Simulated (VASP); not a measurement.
# Sr (I4/mmm) in VASP: single point with PBE

Aim: the single point of Sr with PBE.

All numbers are computed with VASP 6.6.1; they aren't measurements. Logs are shortened: lines on timing, memory, paths and dates and some standing lists are left out, and cuts for length are marked.

**1. The cell of the first run**

Symmetry: I4/mmm, No. 139, tetragonal system. The conventional cell has a = 4.950 Å, b = 4.950 Å, c = 4.656 Å, α = 90.00°, β = 90.00°, γ = 90.00°. Sr (site symmetry 4/mmm) has 14 Sr at 4.20 to 4.95 Å within 5.5 Å.

**2. Single point, PBE (z stretched by -4 % at fixed volume)**

Input file INCAR:

```
ALGO = Normal
EDIFF = 1E-7
ENCUT = 520
GGA = PE
ISIF = 2
ISMEAR = -1
LASPH = True
LCHARG = True
LELF = True
LREAL = False
LVHAR = True
LWAVE = False
NBANDS = 11
NELM = 100
PREC = Accurate
SIGMA = 0.05
```

Input file KPOINTS:

```
k-points
0
Gamma
  12 12 12
```

Input file POSCAR:

```
Sr
1.0
   -2.4750052610      2.4750052610      2.3280000000
    2.4750052610     -2.4750052610      2.3280000000
    2.4750052610      2.4750052610     -2.3280000000
Sr
1
Direct
    0.0000000000      0.0000000000      0.0000000000
```

Potentials or basis: VASP PAW PBE potentials, release 64 (Sr_sv).

Command:

```console
$ cat potpaw_PBE.64/Sr_sv/POTCAR > POTCAR
$ mpirun -np 1 vasp_std > vasp.out
```

OUTCAR:

```text
EDIFF = 1E-7
   ENCUT = 520
   GGA = PE
   ISIF = 2
   ISMEAR = -1
   LASPH = True
   LREAL = False
   NELM = 100
   PREC = Accurate

 ion  position               nearest neighbor table
   1  0.000  0.000  0.000-

  LATTYP: Found a body centered tetragonal cell.
 ALAT       =     4.9500105220
 C/A-ratio  =     0.9406040612

  Lattice vectors:

 A1 = (  -2.4750052610,   2.4750052610,   2.3280000000)
 A2 = (   2.4750052610,  -2.4750052610,   2.3280000000)
 A3 = (   2.4750052610,   2.4750052610,  -2.3280000000)

Analysis of symmetry for initial positions (statically):
=====================================================================
 Subroutine PRICEL returns:
 Original cell was already a primitive cell.

 Routine SETGRP: Setting up the symmetry group for a
 body centered tetragonal supercell.

 Subroutine GETGRP returns: Found 16 space group operations
 (whereof 16 operations were pure point group operations)
 out of a pool of 16 trial point group operations.

The static configuration has the point symmetry D_4h.

Analysis of symmetry for dynamics (positions and initial velocities):
=====================================================================
 Subroutine PRICEL returns:
 Original cell was already a primitive cell.

 Routine SETGRP: Setting up the symmetry group for a
 body centered tetragonal supercell.

 Subroutine GETGRP returns: Found 16 space group operations
 (whereof 16 operations were pure point group operations)
 out of a pool of 16 trial point group operations.

The dynamic configuration has the point symmetry D_4h.

 Subroutine INISYM returns: Found 16 space group operations
 (whereof 16 operations are pure point group operations),
 and found     1 'primitive' translations

----------------------------------------------------------------------------------------

                                     Primitive cell

  volume of cell :      57.0421

  direct lattice vectors                    reciprocal lattice vectors
    -2.475005261  2.475005261  2.328000000     0.000000000  0.202019773  0.214776632
     2.475005261 -2.475005261  2.328000000     0.202019773  0.000000000  0.214776632
     2.475005261  2.475005261 -2.328000000     0.202019773  0.202019773  0.000000000

  length of vectors
     4.203675307  4.203675307  4.203675307     0.294857576  0.294857576  0.285699102

  position of ions in fractional coordinates (direct lattice)
     0.000000000  0.000000000  0.000000000

  ion indices of the primitive-cell ions
   primitive index   ion index
                 1           1

----------------------------------------------------------------------------------------

 KPOINTS: k-points

Automatic generation of k-mesh.
 Grid dimensions read from file:
 generate k-points for:   12   12   12

 Generating k-lattice:

  Cartesian coordinates                     Fractional coordinates (reciprocal lattice)
     0.000000000  0.016834981  0.017898053     0.083333333  0.000000000  0.000000000
     0.016834981  0.000000000  0.017898053     0.000000000  0.083333333  0.000000000
     0.016834981  0.016834981  0.000000000     0.000000000  0.000000000  0.083333333

  Length of vectors
     0.024571465  0.024571465  0.023808259

  Shift w.r.t. Gamma in fractional coordinates (k-lattice)
     0.000000000  0.000000000  0.000000000

 Subroutine IBZKPT returns following result:
 ===========================================

 Found    163 irreducible k-points:

 Following reciprocal coordinates:
            Coordinates               Weight
  0.000000  0.000000  0.000000      1.000000
  0.083333  0.000000 -0.000000      8.000000
  0.166667  0.000000 -0.000000      8.000000
  0.250000  0.000000 -0.000000      8.000000
  0.333333  0.000000 -0.000000      8.000000
  0.416667  0.000000 -0.000000      8.000000
[... 16 lines left out ...]
  0.500000  0.166667 -0.000000     16.000000
 -0.416667  0.166667  0.000000     16.000000
 [... further k-points ...]
   k-points           NKPTS =    163   k-points in BZ     NKDIM =    163   number of bands    NBANDS=     11
   number of dos      NEDOS =    301   number of ions     NIONS =      1
   total plane-waves  NPLWV =  32768
   dimension x,y,z NGX =    32 NGY =   32 NGZ =   32
   dimension x,y,z NGXF=    64 NGYF=   64 NGZF=   64
   ions per type =               1
   NGX,Y,Z   is equivalent  to a cutoff of  12.66, 12.66, 12.66 a.u.
   NGXF,Y,Z  is equivalent  to a cutoff of  25.31, 25.31, 25.31 a.u.
 SYSTEM =  unknown system
   PREC   = accura    normal or accurate (medium, high low for compatibility)
   ISTART =      0    job   : 0-new  1-cont  2-samecut
   ICHARG =      2    charge: 1-file 2-atom 10-const
   ISPIN  =      1    spin polarized calculation?
   LNONCOLLINEAR =      F non collinear calculations
   LSORBIT =      F    spin-orbit coupling
   LASPH  =      T    aspherical Exc in radial PAW
   ENCUT  =  520.0 eV  38.22 Ry    6.18 a.u.   7.82  7.82  7.82*2*pi/ulx,y,z
   NELM   =    100;   NELMIN=  2; NELMDL= -5     # of ELM steps
   EDIFF  = 0.1E-06   stopping-criterion for ELM
   LREAL  =      F    real-space projection
   EDIFFG = 0.1E-05   stopping-criterion for IOM
   NSW    =      0    number of steps for IOM
   IBRION =     -1    ionic relax: 0-MD 1-quasi-New 2-CG
   NFREE  =      0    steps in history (QN), initial steepest desc. (CG)
   ISIF   =      2    stress and relaxation
   ISYM   =      2    0-nonsym 1-usesym 2-fastsym
   POTIM  = 0.5000    time-step for ionic-motion
   TEBEG  =    0.0;   TEEND  =   0.0 temperature during run
   PSTRESS=    0.0 pullay stress
   NELECT =      10.0000    total number of electrons
   NUPDOWN=      -1.0000    fix difference up-down
   EMIN   =  10.00;   EMAX   =-10.00  energy-range for DOS
   EFERMI =   0.00;   METHOD = LEGACY
   ISMEAR =    -1;   SIGMA  =   0.05  broadening in eV -4-tet -1-fermi 0-gaus
   EFERMI_NEDOS =   21; number of points for ismear=-14 and -15
   IALGO  =     38    algorithm
   IMIX   =      4    mixing-type and parameters
     AMIX     =   0.40;   BMIX     =  1.00
     AMIX_MAG =   1.60;   BMIX_MAG =  1.00
  volume/ion in A,a.u.               =      57.04       384.94
  Fermi-wavevector in a.u.,A,eV,Ry     =   0.916241  1.731445 11.422060  0.839498
  Thomas-Fermi vector in A             =   2.041074
   LORBIT       =      0    0 simple, 1 ext, 2 COOP (PROOUT), +10 PAW based schemes
   GGA     = PE    functional components
   LHFCALC =     F    Hartree Fock is set to
   AEXX    =    0.0000 exact exchange contribution
   IVDW    =     0    specifies the selected vdW correction
   LEPSILON=     F    determine dielectric tensor
   LRPA    =     F    only Hartree local field effects (RPA)
 non-spin polarized calculation
  energy-cutoff  :      520.00
  volume of cell :       57.04
 maximum number of plane-waves:      1556
   NGX = 15   NGY = 15   NGZ = 15

 number of electron      10.0000000 magnetization

 Free energy of the ion-electron system (eV)
  ---------------------------------------------------
  ext. energy  EPLUGINS =         0.00000000
  ---------------------------------------------------
  free energy    TOTEN  =        -1.62901478 eV

  energy without entropy =       -1.61661933  energy(sigma->0) =       -1.62281706

 E-fermi :   1.4767     XC(G=0):  -7.2389

 val. band max:        1.4739404886   @ k =  -0.4167  -0.4167   0.1667
 cond. band min:       1.4780306660   @ k =  -0.4167  -0.4167   0.3333
 fundamental gap:      0.0040901774
 Fermi energy:         1.4766703822

 k-point     1 :       0.0000    0.0000    0.0000
  band No.  band energies     occupation
      1     -35.2288      2.00000
      2     -17.1242      2.00000
      3     -17.1188      2.00000
      4     -17.1188      2.00000
      5      -2.1222      2.00000
      6       3.5711      0.00000
      7       3.9232      0.00000
      8       3.9232      0.00000
      9       4.8101      0.00000
     10       5.3049      0.00000
     11       9.2286      0.00000

 k-point     2 :       0.0833    0.0000   -0.0000
  band No.  band energies     occupation
      1     -35.2279      2.00000
      2     -17.1342      2.00000
      3     -17.1228      2.00000
      4     -17.1210      2.00000
      5      -2.0053      2.00000
      6       3.5519      0.00000
      7       3.8377      0.00000
      8       3.9402      0.00000
      9       4.7877      0.00000
     10       5.1848      0.00000
     11       9.4583      0.00000

 k-point     3 :       0.1667    0.0000   -0.0000
  band No.  band energies     occupation
      1     -35.2255      2.00000
      2     -17.1661      2.00000
      3     -17.1340      2.00000
      4     -17.1222      2.00000
      5      -1.6650      2.00000
      6       3.3509      0.00000
      7       3.4901      0.00000
      8       4.1947      0.00000
      9       4.8094      0.00000
     10       5.0593      0.00000
     11       9.5974      0.00000

 k-point     4 :       0.2500    0.0000   -0.0000
  band No.  band energies     occupation
      1     -35.2222      2.00000
      2     -17.2096      2.00000
      3     -17.1491      2.00000
      4     -17.1233      2.00000
      5      -1.1345      2.00000
      6       2.9481      0.00000
      7       3.0559      0.00000
      8       4.7026      0.00000
      9       4.9509      0.00000
     10       5.0749      0.00000
     11       8.9131      0.00000
[... 239 lines left out ...]
 k-point    22 :       0.4167    0.1667   -0.0000
  band No.  band energies     occupation
      1     -35.2150      2.00000
      2     -17.2799      2.00000
      3     -17.1933      2.00000
      4     -17.1384      2.00000
      5       0.8601      1.99999
      6       1.6751      0.03708
      7       2.4061      0.00000
      8       4.7679      0.00000
      9       5.6393      0.00000
     10       6.3268      0.00000
     11       6.8940      0.00000

 k-point    23 :       0.5000    0.1667   -0.0000
  band No.  band energies     occupation
      1     -35.2159      2.00000
      2     -17.2714      2.00000
      3     -17.1882      2.00000
      4     -17.1364      2.00000
      5       0.4353      2.00000
      6       1.9567      0.00014
      7       2.4759      0.00000
      8       4.8668      0.00000
      9       5.3649      0.00000
     10       6.3009      0.00000
     11       6.9355      0.00000

 k-point    24 :      -0.4167    0.1667    0.0000
  band No.  band energies     occupation
      1     -35.2181      2.00000
      2     -17.2510      2.00000
      3     -17.1730      2.00000
      4     -17.1334      2.00000
      5      -0.2387      2.00000
      6       2.3264      0.00000
      7       2.7006      0.00000
      8       4.8098      0.00000
      9       5.2617      0.00000
     10       5.7266      0.00000
     11       7.5467      0.00000

 [... further k-points ...]
[... 5 lines left out ...]
  --------------------------------------------------------------------------------------
  -------------------------------------------------------------------------------------
  Total       -0.2176130     -0.2176130     -0.1570506      0.0000000     -0.0000000      0.0000000
  in kB       -6.1122372     -6.1122372     -4.4111831      0.0000000     -0.0000000      0.0000000
  external PRESSURE =      -5.5452192 kB  Pullay stress =       0.0000000 kB

 VOLUME and BASIS-vectors are now :
 -----------------------------------------------------------------------------
  energy-cutoff  :      520.00
  volume of cell :       57.04
      direct lattice vectors                 reciprocal lattice vectors
    -2.475005261  2.475005261  2.328000000     0.000000000  0.202019773  0.214776632
     2.475005261 -2.475005261  2.328000000     0.202019773  0.000000000  0.214776632
     2.475005261  2.475005261 -2.328000000     0.202019773  0.202019773  0.000000000

 POSITION                                       TOTAL-FORCE (eV/Angst)
 -----------------------------------------------------------------------------------
      0.00000      0.00000      0.00000         0.000000      0.000000      0.000000
 -----------------------------------------------------------------------------------
    total drift:                                0.000000      0.000000     -0.000000

  FREE ENERGIE OF THE ION-ELECTRON SYSTEM (eV)
  ---------------------------------------------------
  free  energy   TOTEN  =        -1.6290147822 eV

  energy  without entropy=       -1.6166193288  energy(sigma->0) =       -1.62281706
```

Run time: 98 s. Hardware: 1 thread of Intel Xeon 8259CL, shared host; peak memory 0.24 GiB.

Results:

```
Free energy            : -1.6290 eV
Pressure               : -0.6 GPa
Band gap on the k mesh : zero (bands 5 and 6 overlap by 0.37 eV)
```

Stress tensor (GPa, compression positive):
```
-0.61  0.00  0.00
 0.00 -0.61  0.00
 0.00  0.00 -0.44
```

Levels at points of the mesh, in eV from the Fermi level:
| k point | band 3 | band 4 | band 5 | band 6 | band 7 | band 8 |
| --- | --- | --- | --- | --- | --- | --- |
| (0.00, 0.00, 0.00) | -18.60 | -18.60 | -3.60 | 2.09 | 2.45 | 2.45 |
| (0.50, 0.00, 0.00) | -18.66 | -18.60 | -0.95 | 0.23 | 1.08 | 3.46 |
| (0.50, 0.50, 0.00) | -18.65 | -18.59 | -1.08 | 0.05 | 1.47 | 3.13 |
| (0.50, 0.50, 0.50) | -18.73 | -18.71 | -0.16 | -0.05 | 3.19 | 3.19 |
